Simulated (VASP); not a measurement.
Set up this calculation in VASP 6.6.1, as the native input.

- Task: single point
- Functional: PBEsol
- Potentials or basis: VASP PAW PBE potentials, release 64 (Te, Pt)
- Cutoff: 520 eV
- k mesh: 12 × 12 × 12
- Occupations: gaussian, width 0.1 eV
- Spin: no spin polarisation
- Dipole correction: no
- Further INCAR settings: ALGO = Normal; EDIFF = 1e-06; NBANDS = 24

The structure of TePt lies in POSCAR:

```
TePt
1.0
    1.9284697818      1.1134025478      6.1118610972
   -1.9284697818      1.1134025478      6.1118610972
    0.0000000000     -2.2268050952      6.1118610973
Te Pt
2 2
Direct
    0.6057355382      0.6057355382      0.6057355382
    0.3942644618      0.3942644618      0.3942644618
    0.8716726719      0.8716726719      0.8716726719
    0.1283273281      0.1283273281      0.1283273281
```

The input as run:

INCAR

```
SYSTEM = TePt
  PREC = Accurate
  ENCUT = 520
  EDIFF = 1E-6
  ISMEAR = 0
  SIGMA = 0.1
  LREAL = .FALSE.
  LASPH = .TRUE.
  NELM = 100
  ALGO = Normal
  ISIF = 2
  LWAVE = .FALSE.
  LCHARG = .TRUE.
  GGA = PS
  LELF = .TRUE.
  LVHAR = .TRUE.
  NBANDS = 24
```

KPOINTS

```
Automatic mesh
0
G
  12 12 12
  0 0 0
```

Potentials or basis: VASP PAW PBE potentials, release 64 (Te, Pt).

The run is started by

```console
$ cat potpaw_PBE.64/Te/POTCAR potpaw_PBE.64/Pt/POTCAR > POTCAR
$ mpirun -np 1 vasp_std > vasp.out
```

It gave:

```json
{
  "Pressure": "14.9 GPa",
  "Largest force": "0.017 eV/Å",
  "Band gap on the k mesh": "zero (bands 16 and 17 overlap by 3.02 eV)"
}
```

Caveat: the cell stands under pressure; the PAW data sets were made with another functional, which shifts forces and pressure a little; spin-orbit coupling is left out, which moves the levels of the heavy elements.

It took 21 min on 1 thread of Intel Xeon 8259CL (shared host), peak memory 0.54 GiB.
